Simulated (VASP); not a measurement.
Write the native input for VASP 6.6.1 that does the following.

* Task: single point
* Functional: PBE
* Potentials or basis: VASP PAW PBE potentials, release 64 (Rh_pv, H)
* Cutoff: 520 eV
* k mesh: 3 × 3 × 3
* Occupations: methfessel-paxton, width 0.1 eV
* Spin: no spin polarisation
* Dipole correction: no
* Further INCAR settings: LREAL = Auto; ALGO = Normal; EDIFF = 1e-06; NBANDS = 134

The structure of HRh16 (a cell with a defect) lies in POSCAR:

```
HRh16
1.0
   -3.8296348800      3.8296348800      3.8296348800
    3.8296348800     -3.8296348800      3.8296348800
    3.8296348800      3.8296348800     -3.8296348800
Rh H
16 1
Direct
   -0.0008120874      0.0007260332      0.0006114759
   -0.0008107575      0.2507247165      0.7506203026
   -0.0008062301      0.5007372639      0.5006207108
   -0.0008121683      0.7507266557      0.2506195273
    0.2491842162      0.0007197144      0.7506111496
    0.2445338581      0.2460713088      0.5006227091
    0.2445726631      0.5007438659      0.2459917469
    0.2491958229      0.7507280130      0.0006181108
    0.4991991942      0.0007283474      0.5006202021
    0.4992044107      0.2460995273      0.2459777267
    0.4991961443      0.5007314083      0.0006232729
    0.4992040564      0.7553664311      0.7552463972
    0.7491852630      0.0007238134      0.2506152913
    0.7491953087      0.2507300826      0.0006185952
    0.7538428721      0.5007402862      0.7552578798
    0.7537988448      0.7553349088      0.5006196640
    0.4988441541      0.5003282668      0.5005348903
```

These files were run (other wordings do the same):

INCAR

```
SYSTEM = HRh16
PREC     = Accurate       ! precision mode
ENCUT    = 520            ! plane-wave cutoff, eV
EDIFF    = 1E-6           ! SCF threshold, eV
ISMEAR   = 1              ! smearing method
SIGMA    = 0.1            ! smearing width, eV
LREAL    = Auto         
LASPH    = .TRUE.         ! aspherical terms in the spheres
NELM     = 80             ! most SCF steps
ALGO     = Normal         ! electronic algorithm
ISIF     = 2              ! what is computed and relaxed
LWAVE    = .FALSE.        ! write WAVECAR
LCHARG   = .FALSE.        ! write CHGCAR
GGA      = PE             ! functional
NBANDS   = 134            ! bands
```

KPOINTS

```
regular mesh
0
G
  3 3 3
  0 0 0
```

Potentials or basis: VASP PAW PBE potentials, release 64 (Rh_pv, H).

Command:

```console
$ cat potpaw_PBE.64/Rh_pv/POTCAR potpaw_PBE.64/H/POTCAR > POTCAR
$ mpirun -np 1 vasp_std > vasp.out
```

Results of the run:

```
Pressure               : 2.6 GPa
Largest force          : 0.009 eV/Å
Band gap on the k mesh : zero (an odd number of electrons rules out a gap without spin polarisation)
```

Caveat: the k points lie up to 0.39 Å⁻¹ apart, too coarse for converged energies and pressures of a metal.

Wall time 20 min on 1 thread of AMD EPYC 7R13 Processor (Zen 3), on a shared host, peak memory 0.46 GiB.
